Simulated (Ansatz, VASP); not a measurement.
## RbBr in VASP and in Ansatz

```xyz
2
Lattice="0.0000 3.6846 3.4275 3.1704 0.0000 3.4275 3.1704 3.6846 0.0000" Properties=species:S:1:pos:R:3 pbc="T T T"
Rb    0.0000    0.0000    0.0000
Br    3.1704    3.6846    3.4275
```

Change from the starting cell: strain -0.0750 x Voigt [1, -1, 0, 0, 0, 0], atoms carried along.

Alike in both runs: task single point; functional PBE; k mesh 6 × 6 × 6; occupations gaussian, width 0.05 eV; no spin polarisation.

```csv
,VASP,Ansatz
version,VASP 6.6.1,Ansatz 0.2.0
potentials or method,"VASP PAW PBE potentials, release 64 (Rb_sv, Br), cutoff 520 eV","scalar-relativistic, plane waves, PAW"
valence electrons in the cell,16,16
```

```csv
,VASP,Ansatz,Ansatz less VASP
gap on the k mesh at the Fermi level (eV),4.19,4.19,+0.004
least direct gap on the mesh (eV),4.19,4.19,+0.004
pressure (GPa),2.0,1.9,-0.04
"traceless stress, the component that is largest in VASP (GPa)",3.31,3.27,-0.037
```
